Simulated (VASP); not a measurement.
# MgCd5O6 (P-3m1) in VASP: further runs, part 2 of 2

VASP 6.6.1. Earlier steps stand in the parts before.

### Step 4. Relaxation of cell and atoms, PBE

This run uses another cell than the first one, of 15.95 Å³/atom, 1.235 times its volume.

File INCAR:

```
SYSTEM = MgCd5O6
  PREC = Accurate
  ENCUT = 600
  EDIFF = 1E-7
  ISMEAR = 0
  SIGMA = 0.1
  LREAL = .False.
  LASPH = .True.
  NELM = 80
  ALGO = Normal
  ISIF = 3
  LWAVE = .False.
  LCHARG = .False.
  GGA = PE
  IBRION = 2
  NSW = 90
  EDIFFG = -0.04
```

File KPOINTS:

```
regular mesh
0
Gamma
  6 6 1
  0 0 0
```

File POSCAR:

```
MgCd5O6
1.0
    3.5596915300      0.0000000000      0.0000000000
   -1.7798457700      3.0827833000      0.0000000000
    0.0000000000      0.0000000000     17.4388557900
Mg Cd O
1 5 6
Direct
    0.0000000000      0.0000000000      0.5000000000
    0.6666666700      0.3333333300      0.6666666700
    0.3333333300      0.6666666700      0.3333333300
    0.6666666700      0.3333333300      0.1666666700
    0.0000000000      0.0000000000      0.0000000000
    0.3333333300      0.6666666700      0.8333333300
    0.3333333300      0.6666666700      0.5833333300
    0.6666666700      0.3333333300      0.4166666700
    0.0000000000      0.0000000000      0.2500000000
    0.3333333300      0.6666666700      0.0833333300
    0.6666666700      0.3333333300      0.9166666700
    0.0000000000      0.0000000000      0.7500000000
```

On the command line:

```
$ cat potpaw_PBE.64/Mg/POTCAR potpaw_PBE.64/Cd/POTCAR potpaw_PBE.64/O/POTCAR > POTCAR
$ mpirun -np 1 vasp_std > vasp.out
```

It took 25 min on 1 thread of Intel Xeon 6975P-C, shared host; peak memory 0.39 GiB.

It converged, with:

| Item | Value |
| --- | --- |
| Free energy | -50.2371 eV |
| Relaxed volume | 13.02 Å³/atom |
| Relaxed cell | a = 3.311 Å, b = 3.311 Å, c = 16.458 Å, α = 90.00°, β = 90.00°, γ = 120.00° |
| Space group after relaxing (to 0.05 Å) | P-3m1 (No. 164) |
| Energy gained by relaxing | 201.4 meV/atom |
| Ionic steps | 13 |
| Pressure after relaxing | -0.3 GPa |
| Largest force after relaxing | 0.035 eV/Å |
| Band gap on the k mesh | zero (filled and empty bands touch) |

Forces in eV/Å, atoms in the order of the input:
```
Mg   0.000  0.000  0.000
Cd   0.000  0.000  0.009
Cd   0.000  0.000 -0.009
Cd   0.000  0.000  0.035
Cd   0.000  0.000  0.000
Cd   0.000  0.000 -0.035
O    0.000  0.000 -0.010
O    0.000  0.000  0.010
O    0.000  0.000 -0.004
O    0.000  0.000  0.000
O    0.000  0.000  0.000
O    0.000  0.000  0.004
```

Stress tensor (GPa, compression positive):
```
-0.28  0.00  0.00
 0.00 -0.28  0.00
 0.00  0.00 -0.37
```

The path:
```csv
step,energy change (eV),largest force (eV/Å),pressure (GPa),volume (Å³)
1,0.0000,0.8879,-15.75,191.37
2,-1.9743,1.4471,6.04,151.14
3,-2.0727,1.3336,0.55,157.02
4,-2.2173,0.7801,0.51,156.50
5,-2.3049,0.6546,0.70,155.69
6,-2.3523,0.2943,-0.71,157.14
7,-2.3578,0.3195,-1.33,157.82
8,-2.3866,0.2556,0.56,155.38
9,-2.3868,0.2491,0.76,155.14
10,-2.4090,0.1612,0.29,155.57
11,-2.4119,0.1924,0.08,155.78
12,-2.4169,0.0583,-0.19,156.10
13,-2.4173,0.0350,-0.31,156.24
```

Final structure:
```xyz
12
Lattice="3.3108 0.0000 0.0000 -1.6554 2.8672 0.0000 0.0000 0.0000 16.4581" Properties=species:S:1:pos:R:3 pbc="T T T"
Mg    0.0000    0.0000    8.2291
Cd    1.6554    0.9557   10.8128
Cd    0.0000    1.9115    5.6453
Cd    1.6554    0.9557    2.8192
Cd    0.0000    0.0000    0.0000
Cd    0.0000    1.9115   13.6389
O     0.0000    1.9115    9.3593
O     1.6554    0.9557    7.0988
O     0.0000    0.0000    4.2334
O     0.0000    1.9115    1.4094
O     1.6554    0.9557   15.0487
O     3.3108    0.0000   12.2247
```

Levels at points of the mesh, in eV from the Fermi level:
```
           k point  band 47  band 48  band 49  band 50  band 51  band 52
(0.00, 0.00, 0.00)    -0.23    -0.14    -0.08    -0.08     1.60     1.94
(0.50, 0.00, 0.00)    -0.52    -0.11    -0.08     3.92     4.47     4.64
```

Caveat: the k points lie up to 0.38 Å⁻¹ apart in the final cell; the volume moved by over 15 % at a fixed basis, so the end points are rough.

### Step 5. Single point, PBE, collinear spin, ferromagnetic start

File INCAR:

```
SYSTEM = MgCd5O6
PREC = Accurate
ENCUT = 520
EDIFF = 1E-6
ISMEAR = 0
SIGMA = 0.1
LREAL = .FALSE.
LASPH = .TRUE.
NELM = 150
ALGO = Normal
ISIF = 2
LWAVE = .FALSE.
LCHARG = .FALSE.
ISPIN = 2
MAGMOM = 0 0 0 0 0 0 1 1 1 1 1 1
LORBIT = 11
GGA = PE
NBANDS = 65
```

File KPOINTS:

```
regular mesh
0
G
  6 6 1
  0 0 0
```

File POSCAR:

```
MgCd5O6
1.0
    3.3034984875      0.0000000000      0.0000000000
   -1.6517492438      2.8609136116      0.0000000000
    0.0000000000      0.0000000000     16.3960476686
Mg Cd O
1 5 6
Direct
    0.0000000000      0.0000000000      0.5000000000
    0.6666666667      0.3333333333      0.6572988481
    0.3333333333      0.6666666667      0.3427011519
    0.6666666667      0.3333333333      0.1713771268
    0.0000000000      0.0000000000      0.0000000000
    0.3333333333      0.6666666667      0.8286228732
    0.3333333333      0.6666666667      0.5691580355
    0.6666666667      0.3333333333      0.4308419645
    0.0000000000      0.0000000000      0.2570845669
    0.3333333333      0.6666666667      0.0856637391
    0.6666666667      0.3333333333      0.9143362609
    0.0000000000      0.0000000000      0.7429154331
```

Potentials or basis: VASP PAW PBE potentials, release 64 (Mg, Cd, O).

On the command line:

```
$ cat potpaw_PBE.64/Mg/POTCAR potpaw_PBE.64/Cd/POTCAR potpaw_PBE.64/O/POTCAR > POTCAR
$ mpirun -np 1 vasp_std > vasp.out
```

OUTCAR:

```text
SYSTEM = MgCd5O6
   PREC = Accurate
   ENCUT = 520
   EDIFF = 1E-6
   ISMEAR = 0
   LREAL = .FALSE.
   LASPH = .TRUE.
   NELM = 150
   ISIF = 2
   ISPIN = 2
   LORBIT = 11
   GGA = PE

 ion  position               nearest neighbor table
   1  0.000  0.000  0.500-   7 2.22   8 2.22   8 2.22   7 2.22   8 2.22   7 2.22   2 3.21   3 3.21
                             3 3.21   2 3.21   2 3.21   3 3.21
   2  0.667  0.333  0.657-  12 2.37  12 2.37  12 2.37   7 2.39   7 2.39   7 2.39   1 3.21   1 3.21
                             1 3.21   6 3.40   6 3.40   6 3.40
   3  0.333  0.667  0.343-   9 2.37   9 2.37   9 2.37   8 2.39   8 2.39   8 2.39   1 3.21   1 3.21
                             1 3.21   4 3.40   4 3.40   4 3.40
   4  0.667  0.333  0.171-   9 2.37   9 2.37   9 2.37  10 2.37  10 2.37  10 2.37   3 3.40   3 3.40
                             3 3.40   5 3.40   5 3.40   5 3.40
   5  0.000  0.000  0.000-  10 2.37  11 2.37  11 2.37  10 2.37  11 2.37  10 2.37   4 3.40   6 3.40
                             6 3.40   4 3.40   4 3.40   6 3.40
   6  0.333  0.667  0.829-  12 2.37  12 2.37  12 2.37  11 2.37  11 2.37  11 2.37   2 3.40   2 3.40
                             2 3.40   5 3.40   5 3.40   5 3.40
   7  0.333  0.667  0.569-   1 2.22   1 2.22   1 2.22   2 2.39   2 2.39   2 2.39
   8  0.667  0.333  0.431-   1 2.22   1 2.22   1 2.22   3 2.39   3 2.39   3 2.39
   9  0.000  0.000  0.257-   3 2.37   3 2.37   3 2.37   4 2.37   4 2.37   4 2.37
  10  0.333  0.667  0.086-   5 2.37   5 2.37   5 2.37   4 2.37   4 2.37   4 2.37
  11  0.667  0.333  0.914-   5 2.37   5 2.37   5 2.37   6 2.37   6 2.37   6 2.37
  12  0.000  0.000  0.743-   2 2.37   2 2.37   2 2.37   6 2.37   6 2.37   6 2.37

  LATTYP: Found a hexagonal cell.
 ALAT       =     3.3034984875
 C/A-ratio  =     4.9632375285

  Lattice vectors:

 A1 = (   3.3034984875,   0.0000000000,   0.0000000000)
 A2 = (  -1.6517492438,   2.8609136116,   0.0000000000)
 A3 = (   0.0000000000,   0.0000000000,  16.3960476686)

Analysis of symmetry for initial positions (statically):
=====================================================================
 Subroutine PRICEL returns:
 Original cell was already a primitive cell.

 Routine SETGRP: Setting up the symmetry group for a
 hexagonal supercell.

 Subroutine GETGRP returns: Found 12 space group operations
 (whereof 12 operations were pure point group operations)
 out of a pool of 24 trial point group operations.

The static configuration has the point symmetry D_3d.

Analysis of symmetry for dynamics (positions and initial velocities):
=====================================================================
 Subroutine PRICEL returns:
 Original cell was already a primitive cell.

 Routine SETGRP: Setting up the symmetry group for a
 hexagonal supercell.

 Subroutine GETGRP returns: Found 12 space group operations
 (whereof 12 operations were pure point group operations)
 out of a pool of 24 trial point group operations.

The dynamic configuration has the point symmetry D_3d.

Analysis of structural, dynamic, and magnetic symmetry:
=====================================================================
 Subroutine PRICEL returns:
 Original cell was already a primitive cell.

 Routine SETGRP: Setting up the symmetry group for a
 hexagonal supercell.

 Subroutine GETGRP returns: Found 12 space group operations
 (whereof 12 operations were pure point group operations)
 out of a pool of 24 trial point group operations.

The overall configuration has the point symmetry D_3d.

 Subroutine INISYM returns: Found 12 space group operations
 (whereof 12 operations are pure point group operations),
 and found     1 'primitive' translations

[... 130 lines left out ...]
  volume of cell :      154.96
 maximum number of plane-waves:      4189
 NGX is ok and might be reduce to    28
   NGX = 13   NGY = 13   NGZ = 61

 number of electron      97.9999998 magnetization      -0.0000496

 number of electron      97.9999998 magnetization       0.0000925

 Free energy of the ion-electron system (eV)
  ---------------------------------------------------
  ext. energy  EPLUGINS =         0.00000000
  ---------------------------------------------------
  free energy    TOTEN  =       -50.15531123 eV

  energy without entropy =      -50.14776537  energy(sigma->0) =      -50.15153830

 E-fermi :   1.9225     XC(G=0): -11.3889

 val. band max:        1.8393427816   @ k =   0.0000   0.0000   0.0000
 cond. band min:       3.5249153116   @ k =   0.1667   0.0000   0.0000
 fundamental gap:      1.6855725299
 Fermi energy:         1.9224705414

 spin component 1

 k-point     1 :       0.0000    0.0000    0.0000
  band No.  band energies     occupation
      1     -15.2525      1.00000
      2     -15.0840      1.00000
      3     -15.0410      1.00000
      4     -14.7454      1.00000
      5     -14.6827      1.00000
      6     -14.2967      1.00000
[... 437 lines left out ...]
     60       9.6578      0.00000
     61      10.5675      0.00000
 Fermi energy:         1.9224705414

 spin component 2

 k-point     1 :       0.0000    0.0000    0.0000
  band No.  band energies     occupation
      1     -15.2526      1.00000
      2     -15.0840      1.00000
      3     -15.0411      1.00000
      4     -14.7454      1.00000
      5     -14.6827      1.00000
      6     -14.2968      1.00000
[... 437 lines left out ...]
     60       9.6577      0.00000
     61      10.5676      0.00000
 [bands above 61 left out]

------------------------ aborting loop because EDIFF is reached ----------------------------------------

  FORCE on cell =-STRESS in cart. coord.  units (eV):
  Direction    XX          YY          ZZ          XY          YZ          ZX
  --------------------------------------------------------------------------------------
  -------------------------------------------------------------------------------------
  Total        0.9594733      0.9594733      1.0780828     -0.0000000      0.0000000      0.0000000
  in kB        9.9203142      9.9203142     11.1466575     -0.0000000      0.0000000      0.0000000
  external PRESSURE =      10.3290953 kB  Pullay stress =       0.0000000 kB

 VOLUME and BASIS-vectors are now :
 -----------------------------------------------------------------------------
  energy-cutoff  :      520.00
  volume of cell :      154.96
      direct lattice vectors                 reciprocal lattice vectors
     3.303498488  0.000000000  0.000000000     0.302709386  0.174769346  0.000000000
    -1.651749244  2.860913612  0.000000000     0.000000000  0.349538691  0.000000000
     0.000000000  0.000000000 16.396047669     0.000000000  0.000000000  0.060990308

 POSITION                                       TOTAL-FORCE (eV/Angst)
 -----------------------------------------------------------------------------------
      0.00000      0.00000      8.19802         0.000000      0.000000     -0.000000
      1.65175      0.95364     10.77710         0.000000      0.000000     -0.013760
     -0.00000      1.90728      5.61894         0.000000      0.000000      0.013760
      1.65175      0.95364      2.80991         0.000000      0.000000      0.000719
      0.00000      0.00000      0.00000         0.000000      0.000000     -0.000000
     -0.00000      1.90728     13.58614         0.000000     -0.000000     -0.000719
     -0.00000      1.90728      9.33194        -0.000000      0.000000     -0.088544
      1.65175      0.95364      7.06411         0.000000     -0.000000      0.088544
      0.00000      0.00000      4.21517         0.000000      0.000000     -0.001102
     -0.00000      1.90728      1.40455        -0.000000      0.000000      0.000537
      1.65175      0.95364     14.99150        -0.000000     -0.000000     -0.000537
      0.00000      0.00000     12.18088         0.000000     -0.000000      0.001102
 -----------------------------------------------------------------------------------
    total drift:                               -0.000000     -0.000000      0.000000

  FREE ENERGIE OF THE ION-ELECTRON SYSTEM (eV)
  ---------------------------------------------------
  free  energy   TOTEN  =       -50.1553112281 eV

  energy  without entropy=      -50.1477653742  energy(sigma->0) =      -50.15153830

 total charge

# of ion       s       p       d       tot
------------------------------------------
    1        0.128   0.129   0.051   0.308
    2        0.335   0.250   9.645  10.230
    3        0.335   0.250   9.645  10.230
    4        0.335   0.247   9.645  10.227
    5        0.335   0.247   9.645  10.227
    6        0.335   0.247   9.645  10.227
    7        1.559   3.404   0.000   4.963
    8        1.559   3.404   0.000   4.963
    9        1.575   3.347   0.000   4.922
   10        1.575   3.346   0.000   4.922
   11        1.575   3.346   0.000   4.922
   12        1.575   3.347   0.000   4.922
--------------------------------------------------
tot         11.221  21.565  48.278  81.064

 magnetization (x)

# of ion       s       p       d       tot
------------------------------------------
    1       -0.000  -0.000  -0.000  -0.000
    2       -0.000  -0.000  -0.000  -0.000
    3       -0.000  -0.000  -0.000  -0.000
    4        0.000   0.000  -0.000   0.000
    5        0.000   0.000  -0.000   0.000
    6        0.000   0.000  -0.000   0.000
    7        0.000   0.000   0.000   0.000
    8        0.000   0.000   0.000   0.000
    9       -0.000  -0.000   0.000  -0.000
   10       -0.000  -0.000   0.000  -0.000
   11       -0.000  -0.000   0.000  -0.000
   12       -0.000  -0.000   0.000  -0.000
--------------------------------------------------
tot          0.000  -0.000  -0.000  -0.000
```

Wall time 4.7 min (1 thread of Intel Xeon 6975P-C, shared host); peak memory 0.43 GiB.

What came out:

```yaml
Free_energy: -50.1553 eV
Pressure: 1.0 GPa
Largest_force: 0.089 eV/Å
Band_gap_on_the_k_mesh: zero (filled and empty bands touch)
Net_moment: 0.00 μB per cell
Valence_electrons_inside_the_program's_atomic_spheres: Mg 0.31; Cd 10.23; O 4.96, 4.92
```

Forces in eV/Å, atoms in the order of the input:
```
Mg   0.000  0.000  0.000
Cd   0.000  0.000 -0.014
Cd   0.000  0.000  0.014
Cd   0.000  0.000  0.001
Cd   0.000  0.000  0.000
Cd   0.000  0.000 -0.001
O    0.000  0.000 -0.089
O    0.000  0.000  0.089
O    0.000  0.000 -0.001
O    0.000  0.000  0.001
O    0.000  0.000 -0.001
O    0.000  0.000  0.001
```

Levels at points of the mesh, in eV from the Fermi level:
Spin up:
```
           k point  band 46  band 47  band 48  band 49  band 50  band 51  band 52  band 53
(0.00, 0.00, 0.00)    -0.24    -0.24    -0.12    -0.08    -0.08     1.61     1.97     3.75
(0.50, 0.00, 0.00)    -0.77    -0.53    -0.11    -0.08     3.96     4.48     4.69     5.10
```
Spin down:
```csv
k point,band 46,band 47,band 48,band 49,band 50,band 51,band 52,band 53
"(0.00, 0.00, 0.00)",-0.24,-0.24,-0.12,-0.08,-0.08,1.61,1.97,3.75
"(0.50, 0.00, 0.00)",-0.77,-0.53,-0.11,-0.08,3.96,4.48,4.69,5.10
```

Caveat: the k points lie up to 0.38 Å⁻¹ apart.

### Step 6. The runs side by side

```csv
task,spin,cell,cutoff (eV),gap on the mesh (eV),pressure (GPa),largest force (eV/Å)
single point,off,"a = 3.303, b = 3.303, c = 16.396 Å, angles 90.0, 90.0, 120.0°, 12 atoms",520,none,1.0,0.09
single point,off,"a = 3.560, b = 3.560, c = 17.439 Å, angles 90.0, 90.0, 120.0°, 12 atoms",520,none,-15.6,0.89
relaxation of cell and atoms,off,"relaxed from a = 3.560, b = 3.560, c = 17.439 Å, angles 90.0, 90.0, 120.0°, 12 atoms",600,none,-0.3,0.03
single point,"collinear, ferromagnetic start","a = 3.303, b = 3.303, c = 16.396 Å, angles 90.0, 90.0, 120.0°, 12 atoms",520,none,1.0,0.09
```

Alike in all rows: level PBE; potentials or basis VASP PAW PBE potentials, release 64 (Mg, Cd, O); k mesh 6 × 6 × 1; smearing gaussian 0.1 eV.

Caveats: all runs use coarse meshes; the volume moved by over 15 % at a fixed basis, so the end points are rough (some runs).

Absolute energies hang on the potentials; compare differences alone.
